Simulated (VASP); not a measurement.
A run of VASP 6.6.1 is set up as follows.

INCAR

```
SYSTEM = B
PREC = Accurate
ENCUT = 520
EDIFF = 1E-6
ISMEAR = 0
SIGMA = 0.1
LREAL = .False.
LASPH = .True.
NELM = 100
ALGO = Normal
ISIF = 2
LWAVE = .False.
LCHARG = .False.
GGA = PE
NBANDS = 22
```

Contents of KPOINTS:

```
Automatic mesh
0
Gamma
  10 10 10
  0 0 0
```

The input POSCAR:

```
B
1.0
   -2.7046512501      2.7046512501      2.7046512501
    2.7046512501     -2.7046512501      2.7046512501
    2.7046512501      2.7046512501     -2.7046512501
B
8
Direct
    0.3264693572      0.0000000000      0.0000000000
    0.6735306428      0.6735306428      0.6735306428
    0.0000000000      0.3264693572      0.0000000000
    0.0000000000      0.0000000000      0.3264693572
    0.0000000000      0.6735306428      0.0000000000
    0.3264693572      0.3264693572      0.3264693572
    0.6735306428      0.0000000000      0.0000000000
    0.0000000000      0.0000000000      0.6735306428
```

Potentials or basis: VASP PAW PBE potentials, release 64 (B).

The run is started by

```console
$ cat potpaw_PBE.64/B/POTCAR > POTCAR
$ mpirun -np 1 vasp_std > vasp.out
```

Q: Predict the band gap on the k mesh.

A: Zero (band 12 reaches 2.86 eV, above the bottom of band 13 at 1.07 eV).

Q: What does it give for the pressure?

A: 0.0 GPa.
